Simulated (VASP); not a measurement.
**InSe: single point with PBEsol**

InSe:

```
In Se
1.0
    -2.00000   -3.46410    0.00000
     2.00000   -3.46410    0.00000
     0.00000    0.00000   25.45001
In Se
6 6
Direct
  0.00000 0.00000 0.76198
  0.33333 0.33333 0.10841
  0.66667 0.66667 0.43520
  0.00000 0.00000 0.87198
  0.33333 0.33333 0.21841
  0.66667 0.66667 0.54519
  0.00000 0.00000 0.38503
  0.33333 0.33333 0.71182
  0.66667 0.66667 0.05825
  0.00000 0.00000 0.59532
  0.33333 0.33333 0.92210
  0.66667 0.66667 0.26854
```

This cell differs from its parent crystal: the distance across one plane changed.

| Item | Value |
| --- | --- |
| Program | VASP 6.6.1 |
| Task | single point |
| Functional | PBEsol |
| Potentials or basis | VASP PAW PBE potentials, release 64 (In_d, Se) |
| Cutoff | 500 eV |
| k mesh | 10 × 10 × 2 |
| Occupations | gaussian, width 0.03 eV |
| Spin | no spin polarisation |

| Item | Value |
| --- | --- |
| Pressure | 0.2 GPa |
| Largest force | 0.181 eV/Å |
| Band gap on the k mesh | 0.41 eV |

Forces on the atoms (eV/Å):
```
In   0.000  0.000  0.180
In   0.000  0.000  0.155
In   0.000  0.000  0.176
In   0.000  0.000 -0.159
In   0.000  0.000 -0.181
In   0.000  0.000 -0.176
Se   0.000  0.000 -0.029
Se   0.000  0.000 -0.030
Se   0.000  0.000 -0.075
Se   0.000  0.000  0.029
Se   0.000  0.000  0.080
Se   0.000  0.000  0.030
```

Stress tensor (GPa, compression positive):
```
 0.40  0.00  0.00
 0.00  0.40  0.00
 0.00  0.00 -0.19
```

Levels at points of the mesh, in eV from the valence-band top:
| k point | band 54 | band 55 | band 56 | band 57 | band 58 | band 59 | band 60 | band 61 |
| --- | --- | --- | --- | --- | --- | --- | --- | --- |
| (0.00, 0.00, 0.00) | -1.08 | -1.08 | -0.61 | -0.48 | 0.84 | 0.97 | 1.67 | 2.05 |
| (0.50, 0.00, 0.00) | -1.99 | -1.70 | -1.67 | -1.50 | 1.17 | 1.29 | 1.39 | 1.71 |
| (0.00, 0.00, 0.50) | -1.12 | -1.08 | -1.08 | 0.00 | 0.41 | 1.35 | 1.51 | 2.08 |
| (0.50, 0.00, 0.50) | -2.01 | -1.66 | -1.62 | -1.57 | 1.18 | 1.30 | 1.41 | 1.69 |

It took 26 min on 1 thread of Oxide Virtual Turin-like Processor, with other jobs on the host, peak memory 0.7 GiB.

Caveat: the cell differs from its parent crystal (the distance across one plane changed); the PAW data sets were made with another functional, which shifts forces and pressure a little; spin-orbit coupling is left out, which moves the levels of the heavy elements; this functional lacks dispersion, which binds layers or chains, so the pressure and a relaxed spacing across them are unreliable. A k mesh can miss the band edges.
